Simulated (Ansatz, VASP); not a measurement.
## K2CdSe2F6: VASP beside Ansatz

```
K Cd Se F
1.0
     5.85374    0.00000    0.00000
    -2.92687    5.06949    0.00000
     0.00000   -3.37966    6.48941
K Cd Se F
2 1 2 6
Direct
  0.80396 0.60782 0.41178
  0.19604 0.39218 0.58822
  0.00000 0.00000 0.00000
  0.62400 0.24790 0.87190
  0.37600 0.75210 0.12810
  0.74196 0.01822 0.76018
  0.74196 0.48392 0.76018
  0.27626 0.01822 0.76018
  0.25804 0.98178 0.23982
  0.72374 0.98178 0.23982
  0.25804 0.51608 0.23982
```

Alike in both runs: task single point; functional PBE; k mesh 6 × 6 × 6; no spin polarisation.

```csv
,VASP,Ansatz
version,VASP 6.6.1,Ansatz 0.2.0
potentials or method,"VASP PAW PBE potentials, release 64 (K_sv, Cd, Se, F), cutoff 520 eV",PAW plane waves
occupations,"methfessel-paxton of order 1, width 0.0781 eV","cold, width 0.0781 eV"
valence electrons in the cell,84,112
```

```tsv
	VASP	Ansatz	Ansatz less VASP
pressure (GPa)	25.1	24.5	-0.54
traceless stress, the component that is largest in VASP (GPa)	-8.86	-8.43	+0.439
rms of the force components (eV/Å)	3.932	3.825	-0.1069
```

Atom by atom the forces differ by 0.112 eV/Å (rms over components). VASP's potentials hold 84 valence electrons a cell and Ansatz's 112, so a difference there can come from the potentials and not from the codes. Ansatz's warnings: structure snapped to symmetry.
